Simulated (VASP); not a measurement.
Here is a VASP 6.6.1 calculation.

Contents of INCAR:

```
SYSTEM = Ni
PREC = Accurate
ENCUT = 520
EDIFF = 1E-7
ISMEAR = -1
SIGMA = 0.05
LREAL = .False.
LASPH = .True.
NELM = 150
ALGO = Normal
ISIF = 2
LWAVE = .False.
LCHARG = .False.
ISPIN = 2
MAGMOM = 0.672
LORBIT = 11
LMAXMIX = 4
GGA = PE
NBANDS = 15
```

KPOINTS

```
regular mesh
0
Gamma
  16 16 16
  0 0 0
```

The input POSCAR:

```
Ni
1.0
    0.0000000000      1.7596893266      1.7596893266
    1.7596893266      0.0000000000      1.7596893266
    1.7596893266      1.7596893266      0.0000000000
Ni
1
Direct
    0.0000000000      0.0000000000      0.0000000000
```

Potentials or basis: VASP PAW PBE potentials, release 64 (Ni).

The run is started by

```bash
$ cat potpaw_PBE.64/Ni/POTCAR > POTCAR
$ mpirun -np 1 vasp_std > vasp.out
```

Estimate the net moment.

0.60 μB per cell.

What does it give for the pressure?

-0.3 GPa.
